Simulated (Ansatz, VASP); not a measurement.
**One calculation of Mg2NCl, two programs**

```
Cl Mg N
1.0
     1.67166    0.96514    6.04273
    -1.67166    0.96514    6.04273
     0.00000   -1.93027    6.04273
Cl Mg N
1 2 1
Direct
  0.00000 0.00000 0.00000
  0.77719 0.77719 0.77719
  0.22282 0.22282 0.22282
  0.50000 0.50000 0.50000
```

Alike in both runs: task single point; functional PBE; k mesh 9 × 9 × 9; occupations fermi-dirac, width 0.05 eV; no spin polarisation.

|  | VASP | Ansatz |
| --- | --- | --- |
| version | VASP 6.6.1 | Ansatz 0.2.0 |
| potentials or method | VASP PAW PBE potentials, release 64 (Cl, Mg, N) | Ansatz PAW |
| plane-wave cutoff (eV) | 520 | 420 |
| valence electrons in the cell | 16 | 32 |

Ansatz gave:

```
gap on the k mesh at the Fermi level (eV)                     : 2.12
least direct gap on the mesh (eV)                             : 2.12
pressure (GPa)                                                : -1.7
traceless stress, the component that is largest in VASP (GPa) : 0.33
rms of the force components (eV/Å)                            : 0.036
```

**Question.** Estimate VASP's values.

**Answer.** gap on the k mesh at the Fermi level (eV): 2.08; least direct gap on the mesh (eV): 2.08; pressure (GPa): -2.1; traceless stress, the component that is largest in VASP (GPa): 0.23; rms of the force components (eV/Å): 0.056.

Atom by atom the forces differ by 0.020 eV/Å (rms over components). VASP's potentials hold 16 valence electrons a cell and Ansatz's 32, so a difference there can come from the potentials and not from the codes.

Noted on Ansatz's run: odd divisions of the mesh miss points on the zone boundary, where band edges often lie, so the gap on the mesh can be too wide.
